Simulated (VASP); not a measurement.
Set up this calculation in VASP 6.6.1, as the native input.

* Task: single point
* Functional: PBE
* Potentials or basis: VASP PAW PBE potentials, release 64 (Zn, Cl)
* Cutoff: 520 eV
* k mesh: 18 × 18 × 4
* Occupations: gaussian, width 0.1 eV
* Spin: no spin polarisation
* Dipole correction: no
* Further INCAR settings: ALGO = Normal; EDIFF = 1e-07; NBANDS = 24

The structure of ZnCl3 lies in POSCAR:

```
ZnCl3
1.0
    3.3801337431      0.0000000000      0.0000000000
   -1.6900668716      2.9272816897      0.0000000000
    0.0000000000      0.0000000000     10.8506453852
Zn Cl
1 3
Direct
    0.6666666667      0.3333333333      0.0000000000
    0.6666666667      0.3333333333      0.5000000000
    0.3333333333      0.6666666667      0.1427377914
    0.3333333333      0.6666666667      0.8572622086
```

The cell was generated, and may not be a known phase.

One way to write it, as run:

INCAR

```
PREC = Accurate
ENCUT = 520
EDIFF = 1E-7
ISMEAR = 0
SIGMA = 0.1
LREAL = F
LASPH = T
NELM = 60
ALGO = Normal
ISIF = 2
LWAVE = F
LCHARG = F
GGA = PE
NBANDS = 24
```

KPOINTS

```
regular mesh
0
Gamma
  18 18 4
```

Potentials or basis: VASP PAW PBE potentials, release 64 (Zn, Cl).

Launch:

```bash
$ cat potpaw_PBE.64/Zn/POTCAR potpaw_PBE.64/Cl/POTCAR > POTCAR
$ mpirun -np 1 vasp_std > vasp.out
```

It gave:

| Property | Result |
| --- | --- |
| Pressure | 0.0 GPa |
| Largest force | 0.010 eV/Å |
| Band gap on the k mesh | zero (an odd number of electrons rules out a gap without spin polarisation) |

Caveat: this functional lacks dispersion, which binds layers or chains, so the pressure and a relaxed spacing across them are unreliable; an odd number of electrons without spin polarisation forces a metal; a magnetic or distorted state may lie lower.

It took 3.5 min on 1 thread of Intel(R) Xeon(R) 6975P-C (Granite Rapids) (shared host), peak memory 0.39 GiB.
